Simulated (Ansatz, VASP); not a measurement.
Sb in VASP and in Ansatz

```xyz
2
Lattice="3.2636 0.0000 0.0000 -1.6318 2.8264 0.0000 0.0000 0.0000 5.6797" Properties=species:S:1:pos:R:3 pbc="T T T"
Sb    0.0000    1.8843    1.4199
Sb    1.6318    0.9421    4.2597
```

Alike in both runs: task single point; functional PBEsol; k mesh 18 × 18 × 10; occupations gaussian, width 0.15 eV; no spin polarisation.

|  | VASP | Ansatz |
| --- | --- | --- |
| version | VASP 6.6.1 | Ansatz 0.2.0 |
| potentials or method | VASP PAW PBE potentials, release 64 (Sb), cutoff 520 eV | scalar-relativistic, plane waves, PAW |
| valence electrons in the cell | 10 | 30 |

Ansatz gave:

* gap on the k mesh at the Fermi level (eV): none
* pressure (GPa): 0.3
* traceless stress, the component that is largest in VASP (GPa): -1.95

Estimate VASP's values.

gap on the k mesh at the Fermi level (eV): none; pressure (GPa): 0.3; traceless stress, the component that is largest in VASP (GPa): -1.98.

VASP's potentials were made for PBE, not for PBEsol. A gap of «none» marks a metal or a gap that the smearing closes. VASP's potentials hold 10 valence electrons a cell and Ansatz's 30, so a difference there can come from the potentials and not from the codes.

Spin-orbit coupling is off throughout.
